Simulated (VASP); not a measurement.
A run of VASP 6.6.1:

The input INCAR:

```
SYSTEM = WS2
  PREC = Accurate
  ENCUT = 520
  EDIFF = 1E-7
  ISMEAR = 0
  SIGMA = 0.02
  LREAL = .False.
  LASPH = .True.
  NELM = 60
  ALGO = Normal
  ISIF = 2
  LWAVE = .False.
  LCHARG = .False.
  GGA = PE
  NBANDS = 49
```

KPOINTS

```
regular mesh
0
Gamma
  12 12 2
  0 0 0
```

The input POSCAR:

```
WS2
1.0
    3.1399311817      0.0000000000      0.0000000000
   -1.5699655908      2.7192601695      0.0000000000
    0.0000000000      0.0000000000     22.0869874820
W S
3 6
Direct
    0.6666666667      0.3333333333      0.3326559247
    0.3333333333      0.6666666667      0.6659892580
    0.0000000000      0.0000000000      0.9993225913
    0.3333333333      0.6666666667      0.2607610638
    0.6666666667      0.3333333333      0.0712163449
    0.0000000000      0.0000000000      0.5940943971
    0.3333333333      0.6666666667      0.4045496782
    0.6666666667      0.3333333333      0.9274277305
    0.0000000000      0.0000000000      0.7378830116
```

Potentials or basis: VASP PAW PBE potentials, release 64 (W_sv, S).

Command:

```bash
$ cat potpaw_PBE.64/W_sv/POTCAR potpaw_PBE.64/S/POTCAR > POTCAR
$ mpirun -np 1 vasp_std > vasp.out
```

Hardware: 1 thread of Intel(R) Xeon(R) Platinum 8488C (Sapphire Rapids), on a shared host.

Q: Estimate the wall time of this run.

A: It took 4.1 min on 1 thread of Intel(R) Xeon(R) Platinum 8488C (Sapphire Rapids), on a shared host, peak memory 0.45 GiB. Counts: scf iterations 17, k points 38.
